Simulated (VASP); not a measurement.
Here is a VASP 6.6.1 calculation.

Contents of INCAR:

```
SYSTEM = TaMo2C3
ALGO = Normal
EDIFF = 1E-6
ENCUT = 520
GGA = PE
ISIF = 2
ISMEAR = 0
LASPH = .True.
LCHARG = .False.
LREAL = .False.
LWAVE = .False.
NBANDS = 34
NELM = 100
PREC = Accurate
SIGMA = 0.1
```

KPOINTS

```
k-points
0
Gamma
  12 12 6
  0 0 0
```

POSCAR

```
TaMo2C3
1.0
    3.1055431451      0.0000000000      0.0000000000
   -1.5527715725      2.6894792562      0.0000000000
    0.0000000000      0.0000000000      7.6760030231
Ta Mo C
1 2 3
Direct
    0.0000000000      0.0000000000      0.0000000000
    0.3333333333      0.6666666667      0.6700990657
    0.6666666667      0.3333333333      0.3299009343
    0.0000000000      0.0000000000      0.5000000000
    0.3333333333      0.6666666667      0.1681195196
    0.6666666667      0.3333333333      0.8318804804
```

Potentials or basis: VASP PAW PBE potentials, release 64 (Ta_pv, Mo_sv, C).

The run is started by

```sh
$ cat potpaw_PBE.64/Ta_pv/POTCAR potpaw_PBE.64/Mo_sv/POTCAR potpaw_PBE.64/C/POTCAR > POTCAR
$ mpirun -np 1 vasp_std > vasp.out
```

Predict the pressure.

0.5 GPa.

Estimate the largest force.

0.027 eV/Å.

Forces in eV/Å, atoms in the order of the input:
```
Ta   0.000  0.000  0.000
Mo   0.000  0.000  0.000
Mo   0.000  0.000  0.000
C    0.000  0.000  0.000
C    0.000  0.000  0.027
C    0.000  0.000 -0.027
```
